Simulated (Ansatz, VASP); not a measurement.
# Al in VASP and in Ansatz

File INCAR:

```
PREC = Accurate ; ENCUT = 600
EDIFF = 1E-6 ; ISMEAR = 0
SIGMA = 0.1 ; LREAL = F
LASPH = T ; NELM = 60
ALGO = Normal ; ISIF = 3
LWAVE = F ; LCHARG = F
GGA = PE ; IBRION = 2
NSW = 90 ; EDIFFG = -0.04
```

File KPOINTS:

```
Automatic mesh
0
Gamma
  6 6 6
```

The input POSCAR:

```
Al
1.0
    1.6648415754      0.9611967316      3.9865693187
   -1.6648415754      0.9611967316      3.9865693187
    0.0000000000     -1.9223934634      3.9865693187
Al
2
Direct
    0.0577000000      0.0577000000      0.0577000000
    0.9423000000      0.9423000000      0.9423000000
```

Input for Ansatz:

```yaml
crystal:
  lattice:
    - [1.6648415754, 0.9611967316, 3.9865693187]
    - [-1.6648415754, 0.9611967316, 3.9865693187]
    - [0.0, -1.9223934634, 3.9865693187]
  atoms:
    - { symbol: Al, position: [0.0577, 0.0577, 0.0577] }
    - { symbol: Al, position: [0.9423, 0.9423, 0.9423] }
basis:
  ecutwfc: 420
kpoints:
  mp_grid: { grid: [6, 6, 6] }
hamiltonian:
  xc: pbe
scf:
  occupations: { method: gaussian, width: 0.1 }
  lower_state_search: "off"
output:
  forces: true
  stress: true
  eigenvalues: true
relax:
  adjacent_minimum: "off"
  f_tol: 0.04
  max_steps: 70
  cell: { stress_tol: 0.4 }
```

Alike in both runs: task relaxation of cell and atoms; functional PBE; k mesh 6 × 6 × 6; occupations gaussian, width 0.1 eV; no spin polarisation.

|  | VASP | Ansatz |
| --- | --- | --- |
| version | VASP 6.6.1 | Ansatz 0.2.0 |
| potentials or method | VASP PAW PBE potentials, release 64 (Al), cutoff 600 eV | scalar-relativistic, plane waves, PAW |
| valence electrons in the cell | 6 | 6 |

```csv
,VASP,Ansatz,Ansatz less VASP
"gap on the k mesh at the Fermi level, each at its own relaxed structure (eV)",none,none,-
relaxed volume (Å³/atom),16.47,17.72,+1.248
relaxed cell length with the largest relative difference (Å),5.059,5.304,+0.2455
```

A gap of «none» marks a metal or a gap that the smearing closes. One of these differences is far larger than is usual between the two programs; its cause wasn't traced.

The k mesh is coarse, so the values compare programs but aren't converged.
